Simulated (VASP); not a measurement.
# SiNi2 (P6_3/mmc) in VASP: further runs

Runs on SiNi2. Level: PBE. Tasks: single point.

Everything below comes from runs of VASP 6.6.1. Logs are shortened: lines on timing, memory, paths and dates and some standing lists are left out, and cuts for length are marked.

## Step 1: The cell of the first run

Symmetry: P6_3/mmc, No. 194, hexagonal system. Conventional cell: a = 3.912 Å, b = 3.912 Å, c = 4.991 Å, α = 90.00°, β = 90.00°, γ = 120.00°. Si (site symmetry -6m2) has 11 Ni at 2.26 to 2.58 Å within 3.0 Å. Within 3.3 Å of Ni (site symmetry -3m) lie 8 Ni at 2.50 to 2.58 Å and 6 Si at 2.58 Å. Ni (site symmetry -6m2) has 5 Si at 2.26 to 2.50 Å and 6 Ni at 2.58 Å within 3.0 Å.

## Step 2: Single point, PBE

The input, INCAR:

```
PREC = Accurate ; ENCUT = 600
EDIFF = 1E-6 ; ISMEAR = 0
SIGMA = 0.2 ; LREAL = False
LASPH = True ; NELM = 120
ALGO = Normal ; ISIF = 2
LWAVE = False ; LCHARG = False
GGA = PE ; NBANDS = 60
GGA_COMPAT = False
```

The input, KPOINTS:

```
Automatic mesh
0
Gamma
  6 6 2
```

The input, POSCAR:

```
SiNi2
1.0
    3.9119261427      0.0000000000      0.0000000000
   -1.9559630714      3.3878274173      0.0000000000
    0.0000000000      0.0000000000      9.9829055593
Si Ni
4 8
Direct
    0.3333333333      0.6666666667      0.3750000000
    0.3333333333      0.6666666667      0.8750000000
    0.6666666667      0.3333333333      0.1250000000
    0.6666666667      0.3333333333      0.6250000000
    1.0000000000      0.0000000000      0.5000000000
    0.0000000000      0.0000000000      0.0000000000
    0.0000000000      0.0000000000      0.2500000000
    0.0000000000      0.0000000000      0.7500000000
    0.3333333333      0.6666666667      0.1250000000
    0.3333333333      0.6666666667      0.6250000000
    0.6666666667      0.3333333333      0.3750000000
    0.6666666667      0.3333333333      0.8750000000
```

Potentials or basis: VASP PAW PBE potentials, release 64 (Si, Ni).

On the command line:

```console
$ cat potpaw_PBE.64/Si/POTCAR potpaw_PBE.64/Ni/POTCAR > POTCAR
$ mpirun -np 1 vasp_std > vasp.out
```

OUTCAR:

```text
PREC = Accurate
   ENCUT = 600
   EDIFF = 1E-6
   ISMEAR = 0
   LREAL = False
   LASPH = True
   NELM = 120
   ISIF = 2
   GGA = PE

 ion  position               nearest neighbor table
   1  0.333  0.667  0.375-  11 2.26  11 2.26  11 2.26   9 2.50  10 2.50   5 2.58   7 2.58   7 2.58
                             5 2.58   7 2.58   5 2.58
   2  0.333  0.667  0.875-  12 2.26  12 2.26  12 2.26   9 2.50  10 2.50   6 2.58   8 2.58   8 2.58
                             6 2.58   8 2.58   6 2.58
   3  0.667  0.333  0.125-   9 2.26   9 2.26   9 2.26  12 2.50  11 2.50   6 2.58   7 2.58   6 2.58
                             7 2.58   6 2.58   7 2.58
   4  0.667  0.333  0.625-  10 2.26  10 2.26  10 2.26  12 2.50  11 2.50   5 2.58   8 2.58   5 2.58
                             8 2.58   5 2.58   8 2.58
   5  0.000  0.000  0.500-   7 2.50   8 2.50   1 2.58   4 2.58  10 2.58  11 2.58   4 2.58  11 2.58
                             1 2.58  10 2.58   4 2.58  11 2.58   1 2.58  10 2.58
   6  0.000  0.000  0.000-   7 2.50   8 2.50   2 2.58   3 2.58   9 2.58  12 2.58   3 2.58  12 2.58
                             2 2.58   9 2.58   3 2.58  12 2.58   2 2.58   9 2.58
   7  0.000  0.000  0.250-   5 2.50   6 2.50   1 2.58   3 2.58   9 2.58  11 2.58   3 2.58  11 2.58
                             1 2.58   9 2.58   3 2.58  11 2.58   1 2.58   9 2.58
   8  0.000  0.000  0.750-   5 2.50   6 2.50   2 2.58   4 2.58  10 2.58  12 2.58   4 2.58  12 2.58
                             2 2.58  10 2.58   4 2.58  12 2.58   2 2.58  10 2.58
   9  0.333  0.667  0.125-   3 2.26   3 2.26   3 2.26   1 2.50   2 2.50   7 2.58   6 2.58   7 2.58
[... 14 lines left out ...]
 A1 = (   3.9119261427,   0.0000000000,   0.0000000000)
 A2 = (  -1.9559630714,   3.3878274173,   0.0000000000)
 A3 = (   0.0000000000,   0.0000000000,   9.9829055593)

Analysis of symmetry for initial positions (statically):
=====================================================================
 Subroutine PRICEL returns following result:

  LATTYP: Found a hexagonal cell.
 ALAT       =     3.9119261427
 C/A-ratio  =     1.2759578268

  Lattice vectors:

 A1 = (   3.9119261427,   0.0000000000,   0.0000000000)
 A2 = (  -1.9559630714,   3.3878274173,   0.0000000000)
 A3 = (   0.0000000000,   0.0000000000,   4.9914527797)

   2 primitive cells build up your supercell.

 Routine SETGRP: Setting up the symmetry group for a
 hexagonal supercell.

 Subroutine GETGRP returns: Found 24 space group operations
 (whereof 12 operations were pure point group operations)
 out of a pool of 24 trial point group operations.

The static configuration has the point symmetry D_3d.
 The point group associated with its full space group is D_6h.

Analysis of symmetry for dynamics (positions and initial velocities):
=====================================================================
 Subroutine PRICEL returns following result:

  LATTYP: Found a hexagonal cell.
 ALAT       =     3.9119261427
 C/A-ratio  =     1.2759578268

  Lattice vectors:

 A1 = (   3.9119261427,   0.0000000000,   0.0000000000)
 A2 = (  -1.9559630714,   3.3878274173,   0.0000000000)
 A3 = (   0.0000000000,   0.0000000000,   4.9914527797)

   2 primitive cells build up your supercell.

 Routine SETGRP: Setting up the symmetry group for a
 hexagonal supercell.

 Subroutine GETGRP returns: Found 24 space group operations
 (whereof 12 operations were pure point group operations)
 out of a pool of 24 trial point group operations.

The dynamic configuration has the point symmetry D_3d.
 The point group associated with its full space group is D_6h.

 Subroutine INISYM returns: Found 24 space group operations
 (whereof 12 operations are pure point group operations),
 and found     2 'primitive' translations

----------------------------------------------------------------------------------------

                                     Primitive cell

  volume of cell :      66.1514

  direct lattice vectors                    reciprocal lattice vectors
     3.911926143  0.000000000  0.000000000     0.255628548  0.147587211  0.000000000
    -1.955963071  3.387827417  0.000000000     0.000000000  0.295174422  0.000000000
     0.000000000  0.000000000  4.991452780     0.000000000  0.000000000  0.200342474

  length of vectors
     3.911926143  3.911926143  4.991452780     0.295174422  0.295174422  0.200342474

[... 30 lines left out ...]
     0.000000000  0.000000000  0.050085619     0.000000000  0.000000000  0.500000000

  Length of vectors
     0.049195737  0.049195737  0.050085619

  Shift w.r.t. Gamma in fractional coordinates (k-lattice)
     0.000000000  0.000000000  0.000000000

 Subroutine IBZKPT returns following result:
 ===========================================

 Found     14 irreducible k-points:

 Following reciprocal coordinates:
            Coordinates               Weight
  0.000000  0.000000  0.000000      1.000000
  0.166667 -0.000000  0.000000      6.000000
  0.333333 -0.000000  0.000000      6.000000
  0.500000 -0.000000  0.000000      3.000000
  0.166667  0.166667  0.000000      6.000000
  0.333333  0.166667  0.000000     12.000000
  0.333333  0.333333  0.000000      2.000000
  0.000000  0.000000  0.500000      1.000000
  0.166667 -0.000000  0.500000      6.000000
  0.333333 -0.000000  0.500000      6.000000
  0.500000 -0.000000  0.500000      3.000000
  0.166667  0.166667  0.500000      6.000000
  0.333333  0.166667  0.500000     12.000000
  0.333333  0.333333  0.500000      2.000000
   k-points           NKPTS =     14   k-points in BZ     NKDIM =     14   number of bands    NBANDS=     60
   number of dos      NEDOS =    301   number of ions     NIONS =     12
   total plane-waves  NPLWV =  81920
   dimension x,y,z NGX =    32 NGY =   32 NGZ =   80
   dimension x,y,z NGXF=    64 NGYF=   64 NGZF=  160
   ions per type =               4   8
   NGX,Y,Z   is equivalent  to a cutoff of  13.60, 13.60, 13.32 a.u.
   NGXF,Y,Z  is equivalent  to a cutoff of  27.20, 27.20, 26.64 a.u.
 SYSTEM =  unknown system
   PREC   = accura    normal or accurate (medium, high low for compatibility)
   ISTART =      0    job   : 0-new  1-cont  2-samecut
   ICHARG =      2    charge: 1-file 2-atom 10-const
   ISPIN  =      1    spin polarized calculation?
   LNONCOLLINEAR =      F non collinear calculations
   LSORBIT =      F    spin-orbit coupling
   LASPH  =      T    aspherical Exc in radial PAW
   ENCUT  =  600.0 eV  44.10 Ry    6.64 a.u.   7.81  7.81 19.94*2*pi/ulx,y,z
   NELM   =    120;   NELMIN=  2; NELMDL= -5     # of ELM steps
   EDIFF  = 0.1E-05   stopping-criterion for ELM
   LREAL  =      F    real-space projection
   EDIFFG = 0.1E-04   stopping-criterion for IOM
   NSW    =      0    number of steps for IOM
   IBRION =     -1    ionic relax: 0-MD 1-quasi-New 2-CG
   NFREE  =      0    steps in history (QN), initial steepest desc. (CG)
   ISIF   =      2    stress and relaxation
   ISYM   =      2    0-nonsym 1-usesym 2-fastsym
   POTIM  = 0.5000    time-step for ionic-motion
   TEBEG  =    0.0;   TEEND  =   0.0 temperature during run
   PSTRESS=    0.0 pullay stress
   NELECT =      96.0000    total number of electrons
   NUPDOWN=      -1.0000    fix difference up-down
   EMIN   =  10.00;   EMAX   =-10.00  energy-range for DOS
   EFERMI =   0.00;   METHOD = LEGACY
   ISMEAR =     0;   SIGMA  =   0.20  broadening in eV -4-tet -1-fermi 0-gaus
   EFERMI_NEDOS =   21; number of points for ismear=-14 and -15
   IALGO  =     38    algorithm
   IMIX   =      4    mixing-type and parameters
     AMIX     =   0.40;   BMIX     =  1.00
     AMIX_MAG =   1.60;   BMIX_MAG =  1.00
  volume/ion in A,a.u.               =      11.03        74.40
  Fermi-wavevector in a.u.,A,eV,Ry     =   1.471100  2.779976 29.444858  2.164136
  Thomas-Fermi vector in A             =   2.586277
   LORBIT       =      0    0 simple, 1 ext, 2 COOP (PROOUT), +10 PAW based schemes
   GGA     = PE    functional components
   LHFCALC =     F    Hartree Fock is set to
   AEXX    =    0.0000 exact exchange contribution
   IVDW    =     0    specifies the selected vdW correction
   LEPSILON=     F    determine dielectric tensor
   LRPA    =     F    only Hartree local field effects (RPA)
 non-spin polarized calculation
 Gauss-broadening in eV      SIGMA  =   0.20
  energy-cutoff  :      600.00
  volume of cell :      132.30
 maximum number of plane-waves:      4470
 NGX is ok and might be reduce to    32
   NGX = 15   NGY = 15   NGZ = 39

 number of electron      95.9999968 magnetization

 Free energy of the ion-electron system (eV)
  ---------------------------------------------------
  ext. energy  EPLUGINS =         0.00000000
  ---------------------------------------------------
  free energy    TOTEN  =       -71.63517774 eV

  energy without entropy =      -71.51906860  energy(sigma->0) =      -71.57712317

 E-fermi :  10.9627     XC(G=0): -12.8859

 val. band max:       10.9600925256   @ k =   0.3333   0.3333   0.5000
 cond. band min:      10.9757548914   @ k =   0.1667  -0.0000   0.0000
 fundamental gap:      0.0156623657
 Fermi energy:        10.9627400661

 k-point     1 :       0.0000    0.0000    0.0000
  band No.  band energies     occupation
      1      -1.5178      2.00000
      2      -0.0852      2.00000
      3      -0.0852      2.00000
      4       2.8072      2.00000
      5       4.6138      2.00000
      6       5.9977      2.00000
[... 871 lines left out ...]
     59      18.1132      0.00000
     60      18.1132      0.00000

------------------------ aborting loop because EDIFF is reached ----------------------------------------

  FORCE on cell =-STRESS in cart. coord.  units (eV):
  Direction    XX          YY          ZZ          XY          YZ          ZX
  --------------------------------------------------------------------------------------
  -------------------------------------------------------------------------------------
  Total        0.0204624      0.0204624     -0.1328845     -0.0000000      0.0000000      0.0000000
  in kB        0.2477983      0.2477983     -1.6092227     -0.0000000      0.0000000      0.0000000
  external PRESSURE =      -0.3712087 kB  Pullay stress =       0.0000000 kB

 VOLUME and BASIS-vectors are now :
 -----------------------------------------------------------------------------
  energy-cutoff  :      600.00
  volume of cell :      132.30
      direct lattice vectors                 reciprocal lattice vectors
     3.911926143  0.000000000  0.000000000     0.255628548  0.147587211  0.000000000
    -1.955963071  3.387827417  0.000000000     0.000000000  0.295174422  0.000000000
     0.000000000  0.000000000  9.982905559     0.000000000  0.000000000  0.100171237

 POSITION                                       TOTAL-FORCE (eV/Angst)
 -----------------------------------------------------------------------------------
     -0.00000      2.25855      3.74359         0.000000     -0.000000     -0.000000
     -0.00000      2.25855      8.73504         0.000000     -0.000000     -0.000000
      1.95596      1.12928      1.24786        -0.000000      0.000000     -0.000000
      1.95596      1.12928      6.23932         0.000000      0.000000     -0.000000
      0.00000      0.00000      4.99145        -0.000000      0.000000      0.000000
      0.00000      0.00000      0.00000        -0.000000      0.000000      0.000000
      0.00000      0.00000      2.49573        -0.000000      0.000000      0.000000
      0.00000      0.00000      7.48718        -0.000000      0.000000      0.000000
     -0.00000      2.25855      1.24786        -0.000000      0.000000      0.000000
     -0.00000      2.25855      6.23932        -0.000000      0.000000      0.000000
      1.95596      1.12928      3.74359         0.000000     -0.000000      0.000000
      1.95596      1.12928      8.73504         0.000000     -0.000000      0.000000
 -----------------------------------------------------------------------------------
    total drift:                                0.000000     -0.000000     -0.000000

  FREE ENERGIE OF THE ION-ELECTRON SYSTEM (eV)
  ---------------------------------------------------
  free  energy   TOTEN  =       -71.6351777386 eV

  energy  without entropy=      -71.5190686010  energy(sigma->0) =      -71.57712317
```

Run time: 99 s. Hardware: 1 thread of Intel Xeon 6975P-C (Granite Rapids), shared host; peak memory 0.31 GiB.

What came out:

* Free energy: -71.6352 eV
* Pressure: 0.0 GPa
* Band gap on the k mesh: zero (bands 48 and 49 overlap by 3.19 eV)

Levels at points of the mesh, in eV from the Fermi level:
```
           k point  band 45  band 46  band 47  band 48  band 49  band 50  band 51  band 52
(0.00, 0.00, 0.00)     0.12     2.04     2.04     2.61     2.74     2.74     2.78     2.78
(0.50, 0.00, 0.00)    -0.99    -0.89    -0.89    -0.67    -0.54     0.93     0.93     1.07
(0.00, 0.00, 0.50)     0.78     0.78     2.65     2.65     2.70     2.70     2.89     2.89
(0.50, 0.00, 0.50)    -0.90    -0.90    -0.72    -0.72    -0.21    -0.21     2.07     2.07
```

Spin polarisation is off, so any magnetic state and its effect on volume and gap are missing.

## Step 3: Single point, PBE (9.70 Å³/atom)

The input, INCAR:

```
  ALGO = Normal
  EDIFF = 1E-6
  ENCUT = 600
  GGA = PE
  GGA_COMPAT = False
  ISIF = 2
  ISMEAR = 0
  LASPH = True
  LCHARG = True
  LELF = True
  LREAL = False
  LVHAR = True
  LWAVE = False
  NBANDS = 33
  NELM = 120
  PREC = Accurate
  SIGMA = 0.1
```

The input, KPOINTS:

```
k-points
0
Gamma
  12 12 8
```

The input, POSCAR:

```
SiNi2
1.0
    3.7663915223      0.0000000000      0.0000000000
   -1.8831957611      3.2617907389      0.0000000000
    0.0000000000      0.0000000000      4.7384904018
Si Ni
2 4
Direct
    0.3333333333      0.6666666667      0.7500000000
    0.6666666667      0.3333333333      0.2500000000
    0.0000000000      0.0000000000      0.0000000000
    0.0000000000      0.0000000000      0.5000000000
    0.3333333333      0.6666666667      0.2500000000
    0.6666666667      0.3333333333      0.7500000000
```

Potentials or basis: VASP PAW PBE potentials, release 64 (Si, Ni).

On the command line:

```console
$ cat potpaw_PBE.64/Si/POTCAR potpaw_PBE.64/Ni/POTCAR > POTCAR
$ mpirun -np 1 vasp_std > vasp.out
```

Wall time 1.8 min (1 thread of Intel Xeon 6975P-C (Granite Rapids), shared host); peak memory 0.3 GiB.

The run converged. Its results:

```yaml
Free_energy: -35.0089 eV
Pressure: 34.6 GPa
Band_gap_on_the_k_mesh: zero (bands 24 and 25 overlap by 3.76 eV)
```

Stress tensor (GPa, compression positive):
```
34.64  0.00  0.00
 0.00 34.64  0.00
 0.00  0.00 34.46
```

Levels at points of the mesh, in eV from the Fermi level:
```csv
k point,band 22,band 23,band 24,band 25,band 26,band 27
"(0.00, 0.00, 0.00)",-0.74,0.19,2.80,2.80,3.09,3.09
"(0.50, 0.00, 0.00)",-1.40,-1.18,-0.79,-0.62,1.57,2.03
"(0.00, 0.00, 0.50)",-1.45,2.65,2.65,3.54,3.54,3.54
"(0.50, 0.00, 0.50)",-1.47,-1.03,-1.03,1.06,1.06,3.29
```

Caveat: the cell stands under pressure.

## Step 4: Single point, PBE (10.03 Å³/atom)

The input, INCAR:

```
PREC = Accurate ; ENCUT = 600
EDIFF = 1E-6 ; ISMEAR = 0
SIGMA = 0.1 ; LREAL = F
LASPH = T ; NELM = 120
ALGO = Normal ; ISIF = 2
LWAVE = F ; LCHARG = F
GGA = PE ; NBANDS = 33
GGA_COMPAT = F
```

The input, KPOINTS:

```
regular mesh
0
Gamma
  12 12 8
```

POSCAR: that of step 3 with these lines changed.

```diff
@@ -2,5 +2,5 @@
 1.0
-    3.7663915223      0.0000000000      0.0000000000
-   -1.8831957611      3.2617907389      0.0000000000
-    0.0000000000      0.0000000000      4.7384904018
+    3.8048783583      0.0000000000      0.0000000000
+   -1.9024391792      3.2951213166      0.0000000000
+    0.0000000000      0.0000000000      4.8014023282
 Si Ni
```

On the command line:

```console
$ cat potpaw_PBE.64/Si/POTCAR potpaw_PBE.64/Ni/POTCAR > POTCAR
$ mpirun -np 1 vasp_std > vasp.out
```

Wall time 1.8 min (1 thread of Intel Xeon 6975P-C (Granite Rapids), shared host); peak memory 0.3 GiB.

The run converged. Its results:

```
Free energy            : -35.3677 eV
Pressure               : 23.5 GPa
Band gap on the k mesh : zero (bands 24 and 25 overlap by 3.61 eV)
```

Stress tensor (GPa, compression positive):
```
23.61  0.00  0.00
 0.00 23.61  0.00
 0.00  0.00 23.43
```

Levels at points of the mesh, in eV from the Fermi level:
```
           k point  band 20  band 21  band 22  band 23  band 24  band 25  band 26  band 27  band 28  band 29
(0.00, 0.00, 0.00)    -1.37    -0.70    -0.70     0.17     2.78     2.78     2.99     3.00     3.00     3.43
(0.50, 0.00, 0.00)    -1.65    -1.46    -1.34    -1.13    -0.76    -0.60     1.43     1.96     3.19     4.02
(0.00, 0.00, 0.50)    -1.38    -1.38    -1.38     2.48     2.48     3.46     3.46     3.46     3.46     4.44
(0.50, 0.00, 0.50)    -1.88    -1.40    -1.40    -1.00    -1.00     1.02     1.02     3.16     3.16     6.08
```

Caveat: the cell stands under pressure. Spin polarisation is off, so any magnetic state and its effect on volume and gap are missing.

(Continued in part 2 of 2.)

The gap in the log of VASP goes by the Fermi energy; the results here count the filled bands.